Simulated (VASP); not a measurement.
Wanted: the native input for a VASP 6.6.1 run.

```
Task                   : single point
Functional             : PBEsol
Potentials or basis    : VASP PAW PBE potentials, release 64 (Re, P)
Cutoff                 : 520 eV
k mesh                 : 12 × 12 × 12
Occupations            : gaussian, width 0.05 eV
Spin                   : no spin polarisation
Dipole correction      : no
Further INCAR settings : ALGO = Normal; EDIFF = 1e-06; NBANDS = 13
```

The structure of ReP lies in POSCAR:

```
ReP
1.0
    0.0000000000      2.6642753150      2.6642753150
    2.6642753150      0.0000000000      2.6642753150
    2.6642753150      2.6642753150      0.0000000000
Re P
1 1
Direct
    0.0000000000      0.0000000000      0.0000000000
    0.2500000000      0.2500000000      0.2500000000
```

The input as run:

INCAR

```
SYSTEM = ReP
ALGO = Normal
EDIFF = 1E-6
ENCUT = 520
GGA = PS
ISIF = 2
ISMEAR = 0
LASPH = .True.
LCHARG = .False.
LREAL = .False.
LWAVE = .False.
NBANDS = 13
NELM = 100
PREC = Accurate
SIGMA = 0.05
```

KPOINTS

```
k-points
0
Gamma
  12 12 12
  0 0 0
```

Potentials or basis: VASP PAW PBE potentials, release 64 (Re, P).

Run with:

```console
$ cat potpaw_PBE.64/Re/POTCAR potpaw_PBE.64/P/POTCAR > POTCAR
$ mpirun -np 1 vasp_std > vasp.out
```

Results of the run:

```json
{
  "Pressure": "-5.5 GPa",
  "Band gap on the k mesh": "zero (bands 6 and 7 overlap by 0.40 eV)"
}
```

Caveat: the cell stands under tension; the PAW data sets were made with another functional, which shifts forces and pressure a little; spin-orbit coupling is left out, which moves the levels of the heavy elements.

It took 20 s on 1 thread of Intel(R) Xeon(R) Platinum 8488C (Sapphire Rapids), with other jobs on the host, peak memory 0.18 GiB.
